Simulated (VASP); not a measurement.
# Be2CdS (P6/mmm) in VASP: a series of runs, part 2 of 2

VASP 6.6.1. The steps go on from the part before.

## Step 3: Relaxation of cell and atoms, PBE

This run uses another cell than the first one, of 19.79 Å³/atom, 1.004 times its volume.

The input, INCAR:

```
SYSTEM = Be2CdS
PREC = Accurate
ENCUT = 600
EDIFF = 1E-7
ISMEAR = 0
SIGMA = 0.1
LREAL = .FALSE.
LASPH = .TRUE.
NELM = 60
ALGO = Normal
ISIF = 3
LWAVE = .FALSE.
LCHARG = .FALSE.
GGA = PE
IBRION = 2
NSW = 100
EDIFFG = -0.01
```

The input, KPOINTS:

```
regular mesh
0
G
  12 12 10
  0 0 0
```

The input, POSCAR:

```
Be2CdS
1.0
    4.2101231492      0.0000000000      0.0000000000
   -2.1050615746      3.6460736003      0.0000000000
    0.0000000000      0.0000000000      5.1570253110
Be Cd S
2 1 1
Direct
    0.3333333333      0.6666666667      0.0000000000
    0.6666666667      0.3333333333      0.0000000000
    0.0000000000      0.0000000000      0.0000000000
    0.0000000000      0.0000000000      0.5000000000
```

Potentials or basis: VASP PAW PBE potentials, release 64 (Be, Cd, S).

Launch:

```sh
> cat potpaw_PBE.64/Be/POTCAR potpaw_PBE.64/Cd/POTCAR potpaw_PBE.64/S/POTCAR > POTCAR
> mpirun -np 1 vasp_std > vasp.out
```

OUTCAR:

```text
SYSTEM = Be2CdS
   PREC = Accurate
   ENCUT = 600
   EDIFF = 1E-7
   ISMEAR = 0
   LREAL = .FALSE.
   LASPH = .TRUE.
   NELM = 60
   ISIF = 3
   GGA = PE
   IBRION = 2
   NSW = 100
   EDIFFG = -0.01

 ion  position               nearest neighbor table
   1  0.333  0.667  0.000-   3 2.43   3 2.43   3 2.43
   2  0.667  0.333  0.000-   3 2.43   3 2.43   3 2.43
   3  0.000  0.000  0.000-   1 2.43   2 2.43   2 2.43   1 2.43   2 2.43   1 2.43   4 2.58   4 2.58

   4  0.000  0.000  0.500-   3 2.58   3 2.58

  LATTYP: Found a hexagonal cell.
 ALAT       =     4.2101231492
 C/A-ratio  =     1.2249107991

  Lattice vectors:

 A1 = (   4.2101231492,   0.0000000000,   0.0000000000)
 A2 = (  -2.1050615746,   3.6460736003,   0.0000000000)
 A3 = (   0.0000000000,   0.0000000000,   5.1570253110)

Analysis of symmetry for initial positions (statically):
=====================================================================
 Subroutine PRICEL returns:
 Original cell was already a primitive cell.

 Routine SETGRP: Setting up the symmetry group for a
 hexagonal supercell.

 Subroutine GETGRP returns: Found 24 space group operations
 (whereof 24 operations were pure point group operations)
 out of a pool of 24 trial point group operations.

The static configuration has the point symmetry D_6h.

Analysis of symmetry for dynamics (positions and initial velocities):
=====================================================================
 Subroutine PRICEL returns:
 Original cell was already a primitive cell.

 Routine SETGRP: Setting up the symmetry group for a
 hexagonal supercell.

 Subroutine GETGRP returns: Found 24 space group operations
 (whereof 24 operations were pure point group operations)
 out of a pool of 24 trial point group operations.

The dynamic configuration has the point symmetry D_6h.

[... 134 lines left out ...]
 non-spin polarized calculation
 Gauss-broadening in eV      SIGMA  =   0.10
  energy-cutoff  :      600.00
  volume of cell :       79.16
 maximum number of plane-waves:      2679
 NGX is ok and might be reduce to    36
   NGX = 17   NGY = 17   NGZ = 21

--------------------------------------- Ionic step        1  -------------------------------------------

 number of electron      22.0000005 magnetization

 Free energy of the ion-electron system (eV)
  ---------------------------------------------------
  ext. energy  EPLUGINS =         0.00000000
  ---------------------------------------------------
  free energy    TOTEN  =        -9.27384478 eV

  energy without entropy =       -9.26268853  energy(sigma->0) =       -9.26826665

------------------------ aborting loop because EDIFF is reached ----------------------------------------

  FORCE on cell =-STRESS in cart. coord.  units (eV):
  Direction    XX          YY          ZZ          XY          YZ          ZX
  --------------------------------------------------------------------------------------
  -------------------------------------------------------------------------------------
  Total        0.2341143      0.2341143     -0.5035468      0.0000000     -0.0000000     -0.0000000
  in kB        4.7382620      4.7382620    -10.1913314      0.0000000     -0.0000000     -0.0000000
  external PRESSURE =      -0.2382692 kB  Pullay stress =       0.0000000 kB
[... 63 lines left out ...]
--------------------------------------- Ionic step        3  -------------------------------------------

 number of electron      22.0000001 magnetization

 Free energy of the ion-electron system (eV)
  ---------------------------------------------------
  ext. energy  EPLUGINS =         0.00000000
  ---------------------------------------------------
  free energy    TOTEN  =        -9.27654719 eV

  energy without entropy =       -9.26507386  energy(sigma->0) =       -9.27081053

 E-fermi :   1.6602     XC(G=0):  -8.9234

 val. band max:        1.6536288387   @ k =   0.3333   0.1667   0.3000
 cond. band min:       1.6693936170   @ k =   0.1667   0.1667   0.1000
 fundamental gap:      0.0157647783
 Fermi energy:         1.6602322246

 k-point     1 :       0.0000    0.0000    0.0000
  band No.  band energies     occupation
      1     -10.4073      2.00000
      2      -7.4538      2.00000
      3      -7.4538      2.00000
      4      -7.3452      2.00000
      5      -6.8970      2.00000
      6      -6.8970      2.00000
      7      -3.6233      2.00000
      8      -2.0102      2.00000
      9       0.8622      2.00000
     10       0.8622      2.00000
     11       3.8944      0.00000
     12       3.8944      0.00000
     13       4.3080      0.00000
     14       5.0575      0.00000
[... 401 lines left out ...]
      2      -7.4532      2.00000
      3      -7.2472      2.00000
      4      -6.9841      2.00000
      5      -6.9535      2.00000
      6      -6.9132      2.00000
      7      -3.5529      2.00000
      8      -1.6551      2.00000
      9      -0.5701      2.00000
     10       0.0128      2.00000
     11       1.2013      2.00000
     12       2.2072      0.00000
     13       4.1501      0.00000
     14       5.0241      0.00000
     15       6.5889      0.00000

 [... further k-points ...]
[... 5 lines left out ...]
  --------------------------------------------------------------------------------------
  -------------------------------------------------------------------------------------
  Total       -0.0008653     -0.0008653     -0.0018048     -0.0000000      0.0000000      0.0000000
  in kB       -0.0175218     -0.0175218     -0.0365486     -0.0000000      0.0000000      0.0000000
  external PRESSURE =      -0.0238641 kB  Pullay stress =       0.0000000 kB
[... 19 lines left out ...]
  FREE ENERGIE OF THE ION-ELECTRON SYSTEM (eV)
  ---------------------------------------------------
  free  energy   TOTEN  =        -9.2765471932 eV

  energy  without entropy=       -9.2650738595  energy(sigma->0) =       -9.27081053

 reached required accuracy - stopping structural energy minimisation
```

It took 1.9 min on 1 thread of Intel Xeon 6975P-C (Granite Rapids), shared host; peak memory 0.36 GiB.

Results:

```
Free energy                            : -9.2765 eV
Relaxed volume                         : 19.78 Å³/atom
Relaxed cell                           : a = 4.225 Å, b = 4.225 Å, c = 5.119 Å, α = 90.00°, β = 90.00°, γ = 120.00°
Space group after relaxing (to 0.05 Å) : P6/mmm (No. 191)
Energy gained by relaxing              : 0.7 meV/atom
Ionic steps                            : 3
Pressure after relaxing                : 0.0 GPa
Band gap on the k mesh                 : zero (band 11 reaches 3.90 eV, above the bottom of band 12 at 0.86 eV)
```

Step by step:
| step | energy change (eV) | largest force (eV/Å) | pressure (GPa) | volume (Å³) |
| --- | --- | --- | --- | --- |
| 1 | 0.0000 | 0.0000 | -0.02 | 79.16 |
| 2 | -0.0026 | 0.0000 | -0.01 | 79.13 |
| 3 | -0.0027 | 0.0000 | 0.00 | 79.12 |

Final structure:
```
CELL_PARAMETERS angstrom
4.22467 0.00000 0.00000
-2.11234 3.65867 0.00000
0.00000 0.00000 5.11870
ATOMIC_POSITIONS crystal
Be 0.33333 0.66667 0.00000
Be 0.66667 0.33333 0.00000
Cd 0.00000 0.00000 0.00000
S 0.00000 0.00000 0.50000
```

Levels at points of the mesh, in eV from the Fermi level:
| k point | band 8 | band 9 | band 10 | band 11 | band 12 | band 13 | band 14 | band 15 |
| --- | --- | --- | --- | --- | --- | --- | --- | --- |
| (0.00, 0.00, 0.00) | -3.67 | -0.80 | -0.80 | 2.23 | 2.23 | 2.65 | 3.40 | 3.40 |
| (0.50, 0.00, 0.00) | -3.60 | -2.93 | -1.99 | -0.73 | 0.42 | 2.35 | 3.11 | 4.43 |
| (0.00, 0.00, 0.50) | -0.31 | -0.31 | 0.38 | 0.52 | 2.32 | 2.32 | 2.44 | 2.44 |
| (0.50, 0.00, 0.50) | -4.19 | -2.04 | -1.17 | -0.63 | 0.80 | 2.94 | 3.96 | 4.54 |
